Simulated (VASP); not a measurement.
# MoS2 (P-3m1) in VASP: a series of runs

Runs on MoS2. Level: PBEsol. Tasks: single point.

Program: VASP 6.6.1. These are calculated values, not measurements. Logs are shortened: lines on timing, memory, paths and dates and some standing lists are left out, and cuts for length are marked.

## (1) The cell of the first run

Symmetry: P-3m1, No. 164, trigonal system. Conventional cell: a = 3.116 Å, b = 3.116 Å, c = 6.095 Å, α = 90.00°, β = 90.00°, γ = 120.00°. Within 3.1 Å of Mo (site symmetry -3m) lie 6 S at 2.34 Å. Within 3.1 Å of S (site symmetry 3m) lie 3 Mo at 2.34 Å.

## (2) Single point, PBEsol

Input file INCAR:

```
  PREC = Accurate
  ENCUT = 520
  EDIFF = 1E-7
  ISMEAR = 1
  SIGMA = 0.15
  LREAL = F
  LASPH = T
  NELM = 100
  ALGO = Normal
  ISIF = 2
  LWAVE = F
  LCHARG = T
  GGA = PS
  LELF = T
  LVHAR = T
  NBANDS = 20
```

Input file KPOINTS:

```
Automatic mesh
0
Gamma
  10 10 5
```

Input file POSCAR:

```
MoS2
1.0
    3.1160831967      0.0000000000      0.0000000000
   -1.5580411156      2.6986065523      0.0000000000
    0.0000000000      0.0000000000      6.0946256721
Mo S
1 2
Direct
    0.0000000000      0.0000000000      0.5000000000
    0.3333333333      0.6666666667      0.2553190000
    0.6666666667      0.3333333333      0.7446810000
```

Potentials or basis: VASP PAW PBE potentials, release 64 (Mo_sv, S).

Command:

```bash
$ cat potpaw_PBE.64/Mo_sv/POTCAR potpaw_PBE.64/S/POTCAR > POTCAR
$ mpirun -np 1 vasp_std > vasp.out
```

OUTCAR:

```text
PREC = Accurate
   ENCUT = 520
   EDIFF = 1E-7
   ISMEAR = 1
   LREAL = F
   LASPH = T
   NELM = 100
   ISIF = 2
   GGA = PS

 ion  position               nearest neighbor table
   1  0.000  0.000  0.500-   2 2.34   3 2.34   3 2.34   2 2.34   3 2.34   2 2.34
   2  0.333  0.667  0.255-   1 2.34   1 2.34   1 2.34
   3  0.667  0.333  0.745-   1 2.34   1 2.34   1 2.34

  LATTYP: Found a hexagonal cell.
 ALAT       =     3.1160831967
 C/A-ratio  =     1.9558610240

  Lattice vectors:

 A1 = (   3.1160831967,   0.0000000000,   0.0000000000)
 A2 = (  -1.5580411156,   2.6986065523,   0.0000000000)
 A3 = (   0.0000000000,   0.0000000000,   6.0946256721)

Analysis of symmetry for initial positions (statically):
=====================================================================
 Subroutine PRICEL returns:
 Original cell was already a primitive cell.

 Routine SETGRP: Setting up the symmetry group for a
 hexagonal supercell.

 Subroutine GETGRP returns: Found 12 space group operations
 (whereof 12 operations were pure point group operations)
 out of a pool of 24 trial point group operations.

The static configuration has the point symmetry D_3d.

Analysis of symmetry for dynamics (positions and initial velocities):
=====================================================================
 Subroutine PRICEL returns:
 Original cell was already a primitive cell.

 Routine SETGRP: Setting up the symmetry group for a
 hexagonal supercell.

 Subroutine GETGRP returns: Found 12 space group operations
 (whereof 12 operations were pure point group operations)
 out of a pool of 24 trial point group operations.

The dynamic configuration has the point symmetry D_3d.

 Subroutine INISYM returns: Found 12 space group operations
 (whereof 12 operations are pure point group operations),
 and found     1 'primitive' translations

----------------------------------------------------------------------------------------

                                     Primitive cell

  volume of cell :      51.2502

  direct lattice vectors                    reciprocal lattice vectors
     3.116083197  0.000000000  0.000000000     0.320915693  0.185280750  0.000000000
    -1.558041116  2.698606552  0.000000000     0.000000000  0.370561614  0.000000000
     0.000000000  0.000000000  6.094625672     0.000000000  0.000000000  0.164078986

  length of vectors
     3.116083197  3.116082387  6.094625672     0.370561518  0.370561614  0.164078986

  position of ions in fractional coordinates (direct lattice)
     0.000000000  0.000000000  0.500000000
     0.333333333  0.666666667  0.255319000
     0.666666667  0.333333333  0.744681000

  ion indices of the primitive-cell ions
   primitive index   ion index
                 1           1
                 2           2
                 3           3

----------------------------------------------------------------------------------------

 KPOINTS: Automatic mesh

Automatic generation of k-mesh.
 Grid dimensions read from file:
 generate k-points for:   10   10    5

 Generating k-lattice:

  Cartesian coordinates                     Fractional coordinates (reciprocal lattice)
     0.032091569  0.018528075  0.000000000     0.100000000  0.000000000  0.000000000
     0.000000000  0.037056161  0.000000000     0.000000000  0.100000000  0.000000000
     0.000000000  0.000000000  0.032815797     0.000000000  0.000000000  0.200000000

  Length of vectors
     0.037056152  0.037056161  0.032815797

  Shift w.r.t. Gamma in fractional coordinates (k-lattice)
     0.000000000  0.000000000  0.000000000

 Subroutine IBZKPT returns following result:
 ===========================================

 Found     58 irreducible k-points:

 Following reciprocal coordinates:
            Coordinates               Weight
  0.000000  0.000000  0.000000      1.000000
  0.100000 -0.000000  0.000000      6.000000
  0.200000 -0.000000  0.000000      6.000000
  0.300000 -0.000000  0.000000      6.000000
  0.400000 -0.000000  0.000000      6.000000
  0.500000  0.000000  0.000000      3.000000
[... 16 lines left out ...]
  0.000000  0.400000  0.200000      6.000000
  0.500000  0.000000  0.200000      6.000000
 [... further k-points ...]
   k-points           NKPTS =     58   k-points in BZ     NKDIM =     58   number of bands    NBANDS=     20
   number of dos      NEDOS =    301   number of ions     NIONS =      3
   total plane-waves  NPLWV =  27648
   dimension x,y,z NGX =    24 NGY =   24 NGZ =   48
   dimension x,y,z NGXF=    48 NGYF=   48 NGZF=   96
   ions per type =               1   2
   NGX,Y,Z   is equivalent  to a cutoff of  12.80, 12.80, 13.09 a.u.
   NGXF,Y,Z  is equivalent  to a cutoff of  25.61, 25.61, 26.19 a.u.
 SYSTEM =  unknown system
   PREC   = accura    normal or accurate (medium, high low for compatibility)
   ISTART =      0    job   : 0-new  1-cont  2-samecut
   ICHARG =      2    charge: 1-file 2-atom 10-const
   ISPIN  =      1    spin polarized calculation?
   LNONCOLLINEAR =      F non collinear calculations
   LSORBIT =      F    spin-orbit coupling
   LASPH  =      T    aspherical Exc in radial PAW
   ENCUT  =  520.0 eV  38.22 Ry    6.18 a.u.   5.79  5.79 11.33*2*pi/ulx,y,z
   NELM   =    100;   NELMIN=  2; NELMDL= -5     # of ELM steps
   EDIFF  = 0.1E-06   stopping-criterion for ELM
   LREAL  =      F    real-space projection
   EDIFFG = 0.1E-05   stopping-criterion for IOM
   NSW    =      0    number of steps for IOM
   IBRION =     -1    ionic relax: 0-MD 1-quasi-New 2-CG
   NFREE  =      0    steps in history (QN), initial steepest desc. (CG)
   ISIF   =      2    stress and relaxation
   ISYM   =      2    0-nonsym 1-usesym 2-fastsym
   POTIM  = 0.5000    time-step for ionic-motion
   TEBEG  =    0.0;   TEEND  =   0.0 temperature during run
   PSTRESS=    0.0 pullay stress
   NELECT =      26.0000    total number of electrons
   NUPDOWN=      -1.0000    fix difference up-down
   EMIN   =  10.00;   EMAX   =-10.00  energy-range for DOS
   EFERMI =   0.00;   METHOD = LEGACY
   ISMEAR =     1;   SIGMA  =   0.15  broadening in eV -4-tet -1-fermi 0-gaus
   EFERMI_NEDOS =   21; number of points for ismear=-14 and -15
   IALGO  =     38    algorithm
   IMIX   =      4    mixing-type and parameters
     AMIX     =   0.40;   BMIX     =  1.00
     AMIX_MAG =   1.60;   BMIX_MAG =  1.00
  volume/ion in A,a.u.               =      17.08       115.28
  Fermi-wavevector in a.u.,A,eV,Ry     =   1.305672  2.467362 23.194929  1.704779
  Thomas-Fermi vector in A             =   2.436525
   LORBIT       =      0    0 simple, 1 ext, 2 COOP (PROOUT), +10 PAW based schemes
   GGA     = PS    functional components
   LHFCALC =     F    Hartree Fock is set to
   AEXX    =    0.0000 exact exchange contribution
   IVDW    =     0    specifies the selected vdW correction
   LEPSILON=     F    determine dielectric tensor
   LRPA    =     F    only Hartree local field effects (RPA)
 non-spin polarized calculation
 Methfessel and Paxton  Order N= 1 SIGMA  =   0.15
  energy-cutoff  :      520.00
  volume of cell :       51.25
 maximum number of plane-waves:      1402
 NGX is ok and might be reduce to    24
   NGX = 11   NGY = 11   NGZ = 23

 number of electron      26.0000001 magnetization

 Free energy of the ion-electron system (eV)
  ---------------------------------------------------
  ext. energy  EPLUGINS =         0.00000000
  ---------------------------------------------------
  free energy    TOTEN  =       -22.41491641 eV

  energy without entropy =      -22.41796255  energy(sigma->0) =      -22.41593179

 E-fermi :   8.3159     XC(G=0): -11.1426

 val. band max:        8.2298924164   @ k =   0.2000   0.2000   0.4000
 cond. band min:       8.3538089147   @ k =   0.3000   0.3000   0.4000
 fundamental gap:      0.1239164982
 Fermi energy:         8.3158867958

 k-point     1 :       0.0000    0.0000    0.0000
  band No.  band energies     occupation
      1     -53.4363      2.00000
      2     -27.6142      2.00000
      3     -27.4588      2.00000
      4     -27.4588      2.00000
      5      -7.3272      2.00000
      6      -5.5222      2.00000
[... 12 lines left out ...]
     19      15.2598      0.00000
     20      17.7943      0.00000

 k-point     2 :       0.1000   -0.0000    0.0000
  band No.  band energies     occupation
      1     -53.4313      2.00000
      2     -27.6043      2.00000
      3     -27.5075      2.00000
      4     -27.4697      2.00000
      5      -7.1481      2.00000
      6      -5.4964      2.00000
[... 12 lines left out ...]
     19      15.7493      0.00000
     20      17.3684      0.00000

 k-point     3 :       0.2000   -0.0000    0.0000
  band No.  band energies     occupation
      1     -53.4182      2.00000
      2     -27.6336      2.00000
      3     -27.5778      2.00000
      4     -27.4981      2.00000
      5      -6.6497      2.00000
      6      -5.4245      2.00000
[... 12 lines left out ...]
     19      16.5599      0.00000
     20      17.2056      0.00000

 k-point     4 :       0.3000   -0.0000    0.0000
  band No.  band energies     occupation
      1     -53.4018      2.00000
      2     -27.7858      2.00000
      3     -27.5453      2.00000
      4     -27.5329      2.00000
      5      -5.9838      2.00000
      6      -5.2831      2.00000
[... 12 lines left out ...]
     19      15.6627      0.00000
     20      16.4855      0.00000

 k-point     5 :       0.4000   -0.0000    0.0000
  band No.  band energies     occupation
      1     -53.3886      2.00000
      2     -27.9065      2.00000
      3     -27.5610      2.00000
      4     -27.5188      2.00000
      5      -5.5841      2.00000
      6      -4.8709      2.00000
[... 12 lines left out ...]
     19      15.3070      0.00000
     20      16.2407      0.00000
[... 353 lines left out ...]
      6      -5.4124      2.00000
[... 12 lines left out ...]
     19      16.0830      0.00000
     20      16.3448      0.00000

 k-point    22 :       0.4000   -0.0000    0.2000
  band No.  band energies     occupation
      1     -53.3886      2.00000
      2     -27.9065      2.00000
      3     -27.5610      2.00000
      4     -27.5188      2.00000
      5      -5.6502      2.00000
      6      -4.7700      2.00000
[... 12 lines left out ...]
     19      14.6608      0.00000
     20      17.3141      0.00000

 k-point    23 :       0.0000    0.4000    0.2000
  band No.  band energies     occupation
      1     -53.3886      2.00000
      2     -27.9065      2.00000
      3     -27.5609      2.00000
      4     -27.5188      2.00000
      5      -5.5471      2.00000
      6      -4.9221      2.00000
[... 12 lines left out ...]
     19      14.9648      0.00000
     20      16.1310      0.00000

 k-point    24 :       0.5000    0.0000    0.2000
  band No.  band energies     occupation
      1     -53.3835      2.00000
      2     -27.9520      2.00000
      3     -27.5716      2.00000
      4     -27.5086      2.00000
      5      -5.5436      2.00000
      6      -4.5115      2.00000
[... 12 lines left out ...]
     19      15.0539      0.00000
     20      16.0974      0.00000

 [... further k-points ...]
[... 5 lines left out ...]
  --------------------------------------------------------------------------------------
  -------------------------------------------------------------------------------------
  Total        3.6361388      3.6361370      5.7138633      0.0000007      0.0000000     -0.0000000
  in kB      113.6724923    113.6724370    178.6260419      0.0000203      0.0000000     -0.0000000
  external PRESSURE =     135.3236570 kB  Pullay stress =       0.0000000 kB

 VOLUME and BASIS-vectors are now :
 -----------------------------------------------------------------------------
  energy-cutoff  :      520.00
  volume of cell :       51.25
      direct lattice vectors                 reciprocal lattice vectors
     3.116083197  0.000000000  0.000000000     0.320915693  0.185280750  0.000000000
    -1.558041116  2.698606552  0.000000000     0.000000000  0.370561614  0.000000000
     0.000000000  0.000000000  6.094625672     0.000000000  0.000000000  0.164078986

 POSITION                                       TOTAL-FORCE (eV/Angst)
 -----------------------------------------------------------------------------------
      0.00000      0.00000      3.04731        -0.000000      0.000000      0.000000
      0.00000      1.79907      1.55607         0.000000     -0.000000     -1.949836
      1.55804      0.89954      4.53855        -0.000000      0.000000      1.949836
 -----------------------------------------------------------------------------------
    total drift:                                0.000000      0.000000      0.000000

  FREE ENERGIE OF THE ION-ELECTRON SYSTEM (eV)
  ---------------------------------------------------
  free  energy   TOTEN  =       -22.4149164059 eV

  energy  without entropy=      -22.4179625532  energy(sigma->0) =      -22.41593179
```

It took 21 s on 1 thread of Intel Xeon 6975P-C (Granite Rapids), shared host; peak memory 0.2 GiB.

Results:

| Quantity | Value |
| --- | --- |
| Free energy | -22.4149 eV |
| Pressure | 13.5 GPa |
| Largest force | 1.950 eV/Å |
| Band gap on the k mesh | zero (band 13 reaches 8.68 eV, above the bottom of band 14 at 7.93 eV) |

Forces in eV/Å, atoms in the order of the input:
```
Mo   0.000  0.000  0.000
S    0.000  0.000 -1.950
S    0.000  0.000  1.950
```

Levels at points of the mesh, in eV from the Fermi level:
```csv
k point,band 9,band 10,band 11,band 12,band 13,band 14,band 15,band 16,band 17,band 18
"(0.00, 0.00, 0.00)",-4.64,-2.06,-1.47,-1.26,-1.26,-0.31,-0.31,3.56,3.56,5.94
"(0.50, 0.00, 0.00)",-5.42,-4.68,-3.54,-2.02,-1.94,1.04,1.88,3.98,4.08,5.43
```

Caveat: the PAW data sets were made with another functional, which shifts forces and pressure a little; this functional lacks dispersion, which binds the layers, so the pressure and a relaxed spacing across them are unreliable.

## (3) Single point, PBEsol

This run uses another cell than the first one, of 17.56 Å³/atom, 1.028 times its volume.

Input file INCAR:

```
ALGO = Normal ; EDIFF = 1E-6
ENCUT = 520 ; GGA = PS
ISIF = 2 ; ISMEAR = 1
LASPH = T ; LCHARG = T
LELF = T ; LREAL = F
LVHAR = T ; LWAVE = F
NBANDS = 20 ; NELM = 80
PREC = Accurate ; SIGMA = 0.15
```

Input file KPOINTS:

```
k-points
0
Gamma
  10 10 5
```

Input file POSCAR:

```
MoS2
1.0
    3.1446727129      0.0000000000      0.0000000000
   -1.5723358693      2.7233657936      0.0000000000
    0.0000000000      0.0000000000      6.1505427925
Mo S
1 2
Direct
    0.0000000000      0.0000000000      0.5000000000
    0.3333333333      0.6666666667      0.2553190000
    0.6666666667      0.3333333333      0.7446810000
```

Potentials or basis: VASP PAW PBE potentials, release 64 (Mo_sv, S).

Command:

```bash
$ cat potpaw_PBE.64/Mo_sv/POTCAR potpaw_PBE.64/S/POTCAR > POTCAR
$ mpirun -np 1 vasp_std > vasp.out
```

It took 19 s on 1 thread of Intel Xeon 6975P-C (Granite Rapids), shared host; peak memory 0.2 GiB.

The run converged. Its results:

```yaml
Free_energy: -22.5124 eV
Pressure: 8.4 GPa
Largest_force: 1.396 eV/Å
Band_gap_on_the_k_mesh: zero (band 13 reaches 8.29 eV, above the bottom of band 14 at 7.54 eV)
```

Forces in eV/Å, atoms in the order of the input:
```
Mo   0.000  0.000  0.000
S    0.000  0.000 -1.396
S    0.000  0.000  1.396
```

Stress tensor (GPa, compression positive):
```
 6.44  0.00  0.00
 0.00  6.44  0.00
 0.00  0.00 12.27
```

Levels at points of the mesh, in eV from the Fermi level:
```tsv
k point	band 10	band 11	band 12	band 13	band 14	band 15	band 16	band 17
(0.00, 0.00, 0.00)	-2.02	-1.39	-1.20	-1.20	-0.34	-0.34	3.44	3.44
(0.50, 0.00, 0.00)	-4.55	-3.48	-1.97	-1.93	0.99	1.81	3.91	3.93
```

Caveat: the PAW data sets were made with another functional, which shifts forces and pressure a little; this functional lacks dispersion, which binds the layers, so the pressure and a relaxed spacing across them are unreliable.

## (4) Single point, PBEsol

This run uses another cell than the first one, of 18.03 Å³/atom, 1.056 times its volume.

Input file INCAR:

```
SYSTEM = MoS2
ALGO = Normal
EDIFF = 1E-6
ENCUT = 520
GGA = PS
ISIF = 2
ISMEAR = 1
LASPH = .True.
LCHARG = .False.
LREAL = .False.
LWAVE = .False.
NBANDS = 20
NELM = 80
PREC = Accurate
SIGMA = 0.15
```

Input file KPOINTS:

```
k-points
0
Gamma
  10 10 5
  0 0 0
```

Input file POSCAR:

```
MoS2
1.0
    3.1727516336      0.0000000000      0.0000000000
   -1.5863753253      2.7476828463      0.0000000000
    0.0000000000      0.0000000000      6.2054612591
Mo S
1 2
Direct
    0.0000000000      0.0000000000      0.5000000000
    0.3333333333      0.6666666667      0.2553190000
    0.6666666667      0.3333333333      0.7446810000
```

Command:

```bash
$ cat potpaw_PBE.64/Mo_sv/POTCAR potpaw_PBE.64/S/POTCAR > POTCAR
$ mpirun -np 1 vasp_std > vasp.out
```

Wall time 18 s (1 thread of Intel Xeon 6975P-C (Granite Rapids), shared host); peak memory 0.2 GiB.

It converged, with:

| Property | Result |
| --- | --- |
| Free energy | -22.5672 eV |
| Pressure | 3.9 GPa |
| Largest force | 0.892 eV/Å |
| Band gap on the k mesh | zero (band 13 reaches 7.93 eV, above the bottom of band 14 at 7.17 eV) |

Forces on the atoms (eV/Å):
```
Mo   0.000  0.000  0.000
S    0.000  0.000 -0.892
S    0.000  0.000  0.892
```

Stress tensor (GPa, compression positive):
```
2.18 0.00 0.00
0.00 2.18 0.00
0.00 0.00 7.37
```

Levels at points of the mesh, in eV from the Fermi level:
| k point | band 9 | band 10 | band 11 | band 12 | band 13 | band 14 | band 15 | band 16 | band 17 | band 18 |
| --- | --- | --- | --- | --- | --- | --- | --- | --- | --- | --- |
| (0.00, 0.00, 0.00) | -4.37 | -1.99 | -1.32 | -1.15 | -1.15 | -0.36 | -0.36 | 3.33 | 3.33 | 5.92 |
| (0.50, 0.00, 0.00) | -5.12 | -4.43 | -3.41 | -1.92 | -1.90 | 0.94 | 1.74 | 3.80 | 3.83 | 5.44 |

Caveat: the PAW data sets were made with another functional, which shifts forces and pressure a little; this functional lacks dispersion, which binds the layers, so the pressure and a relaxed spacing across them are unreliable.

## (5) Single point, PBEsol

This run uses another cell than the first one, of 18.51 Å³/atom, 1.083 times its volume.

Input file INCAR:

```
PREC = Accurate
ENCUT = 520
EDIFF = 1E-6
ISMEAR = 1
SIGMA = 0.15
LREAL = F
LASPH = T
NELM = 80
ALGO = Normal
ISIF = 2
LWAVE = F
LCHARG = T
GGA = PS
LELF = T
LVHAR = T
NBANDS = 20
```

Input file KPOINTS:

```
regular mesh
0
Gamma
  10 10 5
```

Input file POSCAR:

```
MoS2
1.0
    3.2003421631      0.0000000000      0.0000000000
   -1.6001705857      2.7715769399      0.0000000000
    0.0000000000      0.0000000000      6.2594245004
Mo S
1 2
Direct
    0.0000000000      0.0000000000      0.5000000000
    0.3333333333      0.6666666667      0.2553190000
    0.6666666667      0.3333333333      0.7446810000
```

Command:

```bash
$ cat potpaw_PBE.64/Mo_sv/POTCAR potpaw_PBE.64/S/POTCAR > POTCAR
$ mpirun -np 1 vasp_std > vasp.out
```

Run time: 18 s. Hardware: 1 thread of Intel Xeon 6975P-C (Granite Rapids), shared host; peak memory 0.2 GiB.

It converged, with:

```yaml
Free_energy: -22.5848 eV
Pressure: 0.0 GPa
Largest_force: 0.434 eV/Å
Band_gap_on_the_k_mesh: zero (band 13 reaches 7.58 eV, above the bottom of band 14 at 6.81 eV)
```

Forces on the atoms (eV/Å):
```
Mo   0.000  0.000  0.000
S    0.000  0.000 -0.434
S    0.000  0.000  0.434
```

Stress tensor (GPa, compression positive):
```
-1.51  0.00  0.00
 0.00 -1.51  0.00
 0.00  0.00  3.07
```

Levels at points of the mesh, in eV from the Fermi level:
| k point | band 11 | band 12 | band 13 | band 14 | band 15 | band 16 |
| --- | --- | --- | --- | --- | --- | --- |
| (0.00, 0.00, 0.00) | -1.24 | -1.10 | -1.10 | -0.37 | -0.37 | 3.22 |
| (0.50, 0.00, 0.00) | -3.35 | -1.87 | -1.87 | 0.89 | 1.68 | 3.68 |

Caveat: the PAW data sets were made with another functional, which shifts forces and pressure a little; this functional lacks dispersion, which binds the layers, so the pressure and a relaxed spacing across them are unreliable.

[end of part 1 of 2]
